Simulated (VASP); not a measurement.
Input of a VASP 6.6.1 run:

File INCAR:

```
SYSTEM = Ta2N
PREC     = Accurate       ! precision mode
ENCUT    = 520            ! plane-wave cutoff, eV
EDIFF    = 1E-6           ! SCF threshold, eV
ISMEAR   = -1             ! smearing method
SIGMA    = 0.05           ! smearing width, eV
LREAL    = .FALSE.        ! projectors in reciprocal space
LASPH    = .TRUE.         ! aspherical terms in the spheres
NELM     = 150            ! most SCF steps
ALGO     = Normal         ! electronic algorithm
ISIF     = 2              ! what is computed and relaxed
LWAVE    = .FALSE.        ! write WAVECAR
LCHARG   = .FALSE.        ! write CHGCAR
MAGMOM   = 0 0 0 0 0 0 0 0 0 ! initial moments
LORBIT   = 11             ! projections on sites
LSORBIT  = .TRUE.         ! spin-orbit coupling
GGA_COMPAT= .FALSE.      
LORBMOM  = .TRUE.       
LMAXMIX  = 4              ! l up to which the mixer works
GGA      = PS             ! functional
NBANDS   = 40             ! bands
```

File KPOINTS:

```
Automatic mesh
0
G
  7 7 5
  0 0 0
```

The input POSCAR:

```
Ta2N
1.0
    3.1128615060      0.0000000000      0.0000000000
   -1.5564307530      2.6958171426      0.0000000000
    0.0000000000      0.0000000000      4.8698410000
Ta N
2 1
Direct
    0.3333333333      0.6666666667      0.2547110000
    0.6666666667      0.3333333333      0.7452890000
    0.0000000000      0.0000000000      0.0000000000
```

Potentials or basis: VASP PAW PBE potentials, release 64 (Ta_pv, N).

Launch:

```bash
$ cat potpaw_PBE.64/Ta_pv/POTCAR potpaw_PBE.64/N/POTCAR > POTCAR
$ mpirun -np 1 vasp_ncl > vasp.out
```

(1) Estimate the pressure.

(2) Predict the net moment.

Answers

(1) -8.2 GPa.

(2) 0.00 μB per cell.

Caveat: the PAW data sets were made with another functional, which shifts forces and pressure a little.
